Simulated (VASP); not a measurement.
# GaN (m.B) in VASP: single point with PBEsol+D3(BJ)

Aim: the single point of GaN (m.B) with PBEsol+D3(BJ).

Program: VASP 6.6.1. These are calculated values, not measurements. Logs are shortened: lines on timing, memory, paths and dates and some standing lists are left out, and cuts for length are marked.

## (1) The cell of the first run

The cell holds a sheet with vacuum, 2 atoms: a = 3.179 Å, b = 3.179 Å, c = 23.800 Å, α = 90.00°, β = 90.00°, γ = 120.00°.

## (2) Single point, PBEsol+D3(BJ)

File INCAR:

```
PREC = Accurate
ENCUT = 520
EDIFF = 1E-6
ISMEAR = 0
SIGMA = 0.03
LREAL = F
LASPH = T
NELM = 120
ALGO = Normal
ISIF = 2
LWAVE = F
LCHARG = F
LDIPOL = T
IDIPOL = 3
DIPOL = 0.5 0.5 0.294
GGA = PS
IVDW = 12
NBANDS = 16
GGA_COMPAT = F
NELMDL = -8
```

File KPOINTS:

```
regular mesh
0
Gamma
  12 12 1
```

File POSCAR:

```
GaN
1.0
    3.1788996055      0.0000000000      0.0000000000
   -1.5894498027      2.7530078144      0.0000000000
    0.0000000000      0.0000000000     23.8000000000
Ga N
1 1
Direct
    0.3333333333      0.6666666667      0.2941176471
    0.6666666667      0.3333333333      0.2941176471
```

Potentials or basis: VASP PAW PBE potentials, release 64 (Ga_d, N).

Run with:

```console
$ cat potpaw_PBE.64/Ga_d/POTCAR potpaw_PBE.64/N/POTCAR > POTCAR
$ mpirun -np 1 vasp_std > vasp.out
```

OUTCAR:

```text
PREC = Accurate
   ENCUT = 520
   EDIFF = 1E-6
   ISMEAR = 0
   LREAL = F
   LASPH = T
   NELM = 120
   ISIF = 2
   GGA = PS
   IVDW = 12
   NELMDL = -8
 IVDW          = 12

 ion  position               nearest neighbor table
   1  0.333  0.667  0.294-   2 1.84   2 1.84   2 1.84
   2  0.667  0.333  0.294-   1 1.84   1 1.84   1 1.84

  LATTYP: Found a hexagonal cell.
 ALAT       =     3.1788996055
 C/A-ratio  =     7.4868674553

  Lattice vectors:

 A1 = (   3.1788996055,   0.0000000000,   0.0000000000)
 A2 = (  -1.5894498027,   2.7530078144,   0.0000000000)
 A3 = (   0.0000000000,   0.0000000000,  23.8000000000)

Analysis of symmetry for initial positions (statically):
=====================================================================
 Subroutine PRICEL returns:
 Original cell was already a primitive cell.

 Routine SETGRP: Setting up the symmetry group for a
 hexagonal supercell.

 Subroutine GETGRP returns: Found 12 space group operations
 (whereof  6 operations were pure point group operations)
 out of a pool of 24 trial point group operations.

The static configuration has the point symmetry C_3v.
 The point group associated with its full space group is D_3h.

Analysis of symmetry for dynamics (positions and initial velocities):
=====================================================================
 Subroutine PRICEL returns:
 Original cell was already a primitive cell.

 Routine SETGRP: Setting up the symmetry group for a
 hexagonal supercell.

 Subroutine GETGRP returns: Found 12 space group operations
 (whereof  6 operations were pure point group operations)
 out of a pool of 24 trial point group operations.

The dynamic configuration has the point symmetry C_3v.
 The point group associated with its full space group is D_3h.

 Subroutine INISYM returns: Found 12 space group operations
 (whereof  6 operations are pure point group operations),
 and found     1 'primitive' translations

----------------------------------------------------------------------------------------

                                     Primitive cell

  volume of cell :     208.2865

  direct lattice vectors                    reciprocal lattice vectors
     3.178899605  0.000000000  0.000000000     0.314574263  0.181619535  0.000000000
    -1.589449803  2.753007814  0.000000000     0.000000000  0.363239071  0.000000000
     0.000000000  0.000000000 23.800000000     0.000000000  0.000000000  0.042016807

  length of vectors
     3.178899605  3.178899605 23.800000000     0.363239071  0.363239071  0.042016807

  position of ions in fractional coordinates (direct lattice)
     0.333333333  0.666666667  0.294117647
     0.666666667  0.333333333  0.294117647

  ion indices of the primitive-cell ions
   primitive index   ion index
                 1           1
                 2           2

----------------------------------------------------------------------------------------

 KPOINTS: regular mesh

Automatic generation of k-mesh.
 Grid dimensions read from file:
 generate k-points for:   12   12    1

 Generating k-lattice:

  Cartesian coordinates                     Fractional coordinates (reciprocal lattice)
     0.026214522  0.015134961  0.000000000     0.083333333  0.000000000  0.000000000
     0.000000000  0.030269923  0.000000000     0.000000000  0.083333333  0.000000000
     0.000000000  0.000000000  0.042016807     0.000000000  0.000000000  1.000000000

  Length of vectors
     0.030269923  0.030269923  0.042016807

  Shift w.r.t. Gamma in fractional coordinates (k-lattice)
     0.000000000  0.000000000  0.000000000

 Subroutine IBZKPT returns following result:
 ===========================================

 Found     19 irreducible k-points:

 Following reciprocal coordinates:
            Coordinates               Weight
  0.000000  0.000000  0.000000      1.000000
  0.083333  0.000000  0.000000      6.000000
  0.166667 -0.000000  0.000000      6.000000
  0.250000  0.000000  0.000000      6.000000
  0.333333  0.000000  0.000000      6.000000
  0.416667  0.000000  0.000000      6.000000
[... 11 lines left out ...]
  0.333333  0.250000  0.000000     12.000000
  0.333333  0.333333  0.000000      2.000000
   k-points           NKPTS =     19   k-points in BZ     NKDIM =     19   number of bands    NBANDS=     16
   number of dos      NEDOS =    301   number of ions     NIONS =      2
   total plane-waves  NPLWV = 103680
   dimension x,y,z NGX =    24 NGY =   24 NGZ =  180
   dimension x,y,z NGXF=    48 NGYF=   48 NGZF=  360
   ions per type =               1   1
   NGX,Y,Z   is equivalent  to a cutoff of  12.55, 12.55, 12.57 a.u.
   NGXF,Y,Z  is equivalent  to a cutoff of  25.10, 25.10, 25.15 a.u.
 SYSTEM =  unknown system
   PREC   = accura    normal or accurate (medium, high low for compatibility)
   ISTART =      0    job   : 0-new  1-cont  2-samecut
   ICHARG =      2    charge: 1-file 2-atom 10-const
   ISPIN  =      1    spin polarized calculation?
   LNONCOLLINEAR =      F non collinear calculations
   LSORBIT =      F    spin-orbit coupling
   LASPH  =      T    aspherical Exc in radial PAW
   ENCUT  =  520.0 eV  38.22 Ry    6.18 a.u.   5.91  5.91 44.25*2*pi/ulx,y,z
   NELM   =    120;   NELMIN=  2; NELMDL= -8     # of ELM steps
   EDIFF  = 0.1E-05   stopping-criterion for ELM
   LREAL  =      F    real-space projection
[... 7 lines left out ...]
   TEBEG  =    0.0;   TEEND  =   0.0 temperature during run
   PSTRESS=    0.0 pullay stress
   NELECT =      18.0000    total number of electrons
   NUPDOWN=      -1.0000    fix difference up-down
   EMIN   =  10.00;   EMAX   =-10.00  energy-range for DOS
   EFERMI =   0.00;   METHOD = LEGACY
   ISMEAR =     0;   SIGMA  =   0.03  broadening in eV -4-tet -1-fermi 0-gaus
   EFERMI_NEDOS =   21; number of points for ismear=-14 and -15
   IALGO  =     38    algorithm
   IMIX   =      4    mixing-type and parameters
     AMIX     =   0.40;   BMIX     =  1.00
     AMIX_MAG =   1.60;   BMIX_MAG =  1.00
  volume/ion in A,a.u.               =     104.14       702.79
  Fermi-wavevector in a.u.,A,eV,Ry     =   0.723789  1.367763  7.127689  0.523870
  Thomas-Fermi vector in A             =   1.814094
   LORBIT       =      0    0 simple, 1 ext, 2 COOP (PROOUT), +10 PAW based schemes
   GGA     = PS    functional components
   LHFCALC =     F    Hartree Fock is set to
   AEXX    =    0.0000 exact exchange contribution
   IVDW    =    12    specifies the selected vdW correction
   LEPSILON=     F    determine dielectric tensor
   LRPA    =     F    only Hartree local field effects (RPA)
 non-spin polarized calculation
 Gauss-broadening in eV      SIGMA  =   0.03
  energy-cutoff  :      520.00
  volume of cell :      208.29
 maximum number of plane-waves:      5641
 NGX is ok and might be reduce to    24
   NGX = 11   NGY = 11   NGZ = 89

 dipolmoment           0.000000      0.000000     -0.000008 electrons x Angstroem

 number of electron      17.9999993 magnetization

 dipolmoment           0.000000      0.000000      0.000004 electrons x Angstroem

 Free energy of the ion-electron system (eV)
  ---------------------------------------------------
  ext. energy  EPLUGINS =         0.00000000
  ---------------------------------------------------
  free energy    TOTEN  =       -12.25526759 eV

  energy without entropy =      -12.25526759  energy(sigma->0) =      -12.25526759

 E-fermi :  -4.1432     XC(G=0):  -1.8662

 val. band max:       -4.2688313579   @ k =   0.3333   0.3333   0.0000
 cond. band min:      -1.9114738897   @ k =   0.0000   0.0000   0.0000
 fundamental gap:      2.3573574681
 Fermi energy:        -4.1431671558

 k-point     1 :       0.0000    0.0000    0.0000
  band No.  band energies     occupation
      1     -19.6427      2.00000
      2     -17.5821      2.00000
      3     -17.5821      2.00000
      4     -17.2865      2.00000
      5     -17.2865      2.00000
      6     -16.6271      2.00000
[... 8 lines left out ...]
     15       2.5066      0.00000
     16       2.8165      0.00000

 k-point     2 :       0.0833    0.0000    0.0000
  band No.  band energies     occupation
      1     -19.5851      2.00000
      2     -17.5847      2.00000
      3     -17.5606      2.00000
      4     -17.2961      2.00000
      5     -17.2879      2.00000
      6     -16.5919      2.00000
[... 8 lines left out ...]
     15       2.6631      0.00000
     16       2.8990      0.00000

 k-point     3 :       0.1667   -0.0000    0.0000
  band No.  band energies     occupation
      1     -19.4317      2.00000
      2     -17.5842      2.00000
      3     -17.5009      2.00000
      4     -17.3220      2.00000
      5     -17.2916      2.00000
      6     -16.4801      2.00000
[... 8 lines left out ...]
     15       3.1066      0.00000
     16       3.1316      0.00000

 k-point     4 :       0.2500    0.0000    0.0000
  band No.  band energies     occupation
      1     -19.2367      2.00000
      2     -17.5649      2.00000
      3     -17.4169      2.00000
      4     -17.3564      2.00000
      5     -17.2967      2.00000
      6     -16.2734      2.00000
[... 8 lines left out ...]
     15       3.5330      0.00000
     16       3.7007      0.00000
[... 229 lines left out ...]
 k-point    17 :       0.2500    0.2500    0.0000
  band No.  band energies     occupation
      1     -18.9095      2.00000
      2     -17.5353      2.00000
      3     -17.4015      2.00000
      4     -17.3279      2.00000
      5     -17.2602      2.00000
      6     -15.4239      2.00000
[... 8 lines left out ...]
     15       5.3610      0.00000
     16       5.4048      0.00000

 k-point    18 :       0.3333    0.2500    0.0000
  band No.  band energies     occupation
      1     -18.8599      2.00000
      2     -17.5219      2.00000
      3     -17.4057      2.00000
      4     -17.3373      2.00000
      5     -17.2477      2.00000
      6     -15.1539      2.00000
[... 8 lines left out ...]
     15       6.2972      0.00000
     16       6.4129      0.00000

 k-point    19 :       0.3333    0.3333    0.0000
  band No.  band energies     occupation
      1     -18.8388      2.00000
      2     -17.5237      2.00000
      3     -17.4029      2.00000
      4     -17.3450      2.00000
      5     -17.2475      2.00000
      6     -15.0415      2.00000
[... 8 lines left out ...]
     15       7.1412      0.00000
     16       7.5216      0.00000

------------------------ aborting loop because EDIFF is reached ----------------------------------------

 vacuum level on the upper side and lower side of the slab       (xc-potential included)        -0.010        -0.010

 Edisp (eV)   -0.13106

 E8    (eV) :    -0.0856

  FORCE on cell =-STRESS in cart. coord.  units (eV):
  Direction    XX          YY          ZZ          XY          YZ          ZX
  --------------------------------------------------------------------------------------
  -------------------------------------------------------------------------------------
  Total      -0.11848    -0.11848    -0.00990    -0.00000     0.00000     0.00000
  in kB      -0.91135    -0.91135    -0.07613    -0.00000     0.00000     0.00000
  external pressure =       -0.63 kB  Pullay stress =        0.00 kB

 VOLUME and BASIS-vectors are now :
 -----------------------------------------------------------------------------
  energy-cutoff  :      520.00
  volume of cell :      208.29
      direct lattice vectors                 reciprocal lattice vectors
     3.178899605  0.000000000  0.000000000     0.314574263  0.181619535  0.000000000
    -1.589449803  2.753007814  0.000000000     0.000000000  0.363239071  0.000000000
     0.000000000  0.000000000 23.800000000     0.000000000  0.000000000  0.042016807

 POSITION                                       TOTAL-FORCE (eV/Angst)
 -----------------------------------------------------------------------------------
     -0.00000      1.83534      7.00000         0.000000      0.000000     -0.000000
      1.58945      0.91767      7.00000        -0.000000     -0.000000      0.000000
 -----------------------------------------------------------------------------------
    total drift:                                0.000006     -0.000003      0.000184

  FREE ENERGIE OF THE ION-ELECTRON SYSTEM (eV)
  ---------------------------------------------------
  free  energy   TOTEN  =       -12.3863261367 eV

  energy  without entropy=      -12.3863261367  energy(sigma->0) =      -12.38632614

 vacuum level on the upper side and lower side of the slab         1.108         1.108
```

Wall time 89 s (1 thread of AMD EPYC 9R45 (Zen 5), shared host); peak memory 0.29 GiB.

What came out:

| Item | Value |
| --- | --- |
| Free energy | -12.3863 eV |
| Band gap on the k mesh | 2.36 eV, indirect (least direct gap 2.60 eV) |
| Dispersion energy per atom | -0.066 eV |

Caveat: the PAW data sets were made with another functional, which shifts forces and pressure a little.
